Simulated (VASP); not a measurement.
Wanted: the native input for a VASP 6.6.1 run.

- Task: relaxation of cell and atoms
- Functional: PBE
- Potentials or basis: VASP PAW PBE potentials, release 64 (Mg_sv, S)
- Cutoff: 840 eV
- k mesh: 6 × 6 × 6
- Occupations: gaussian, width 0.02 eV
- Spin: no spin polarisation
- Dipole correction: no
- Further INCAR settings: ALGO = Normal; EDIFF = 1e-07; IBRION = 2; EDIFFG = -0.01; NSW = 100; ISIF = 3

The structure of MgS lies in POSCAR:

```
MgS
1.0
    5.1324592340      0.0000000000      0.0000000000
   -2.5662296170      4.4448400805      0.0000000000
    0.0000000000      0.0000000000      4.4420897421
Mg S
1 1
Direct
    0.0000000000      0.0000000000      0.0000000000
    0.0000000000      0.0000000000      0.5000000000
```

The cell was generated, and may not be a known phase.

The input as run:

INCAR

```
ALGO     = Normal         # electronic algorithm
EDIFF    = 1E-7           # SCF threshold, eV
EDIFFG   = -0.01          # ionic threshold
ENCUT    = 840            # plane-wave cutoff, eV
GGA      = PE             # functional
GGA_COMPAT= F            
IBRION   = 2              # ionic algorithm
ISIF     = 3              # what is computed and relaxed
ISMEAR   = 0              # smearing method
LASPH    = T              # aspherical terms in the spheres
LCHARG   = F              # write CHGCAR
LREAL    = F              # projectors in reciprocal space
LWAVE    = F              # write WAVECAR
NELM     = 120            # most SCF steps
NELMIN   = 4            
NSW      = 100            # ionic steps
PREC     = Accurate       # precision mode
SIGMA    = 0.02           # smearing width, eV
```

KPOINTS

```
k-points
0
Gamma
  6 6 6
```

Potentials or basis: VASP PAW PBE potentials, release 64 (Mg_sv, S).

Command:

```console
$ cat potpaw_PBE.64/Mg_sv/POTCAR potpaw_PBE.64/S/POTCAR > POTCAR
$ mpirun -np 1 vasp_std > vasp.out
```

Results of the run:

* Relaxed volume: 61.26 Å³/atom
* Relaxed cell: a = 5.638 Å, b = 5.638 Å, c = 4.450 Å, α = 90.00°, β = 90.00°, γ = 120.00°
* Space group after relaxing (to 0.1 Å): P6/mmm (No. 191)
* Energy gained by relaxing: 8.4 meV/atom
* Ionic steps: 17
* Pressure after relaxing: 0.0 GPa
* Band gap on the k mesh: 2.08 eV (least direct gap 2.35 eV)

Caveat: the volume moved by over 15 % at a fixed basis, so the end points are rough.

It took 10 min on 1 thread of Intel(R) Xeon(R) Platinum 8259CL CPU @ 2.50GHz (Skylake/Cascade Lake), on a shared host, peak memory 0.37 GiB.
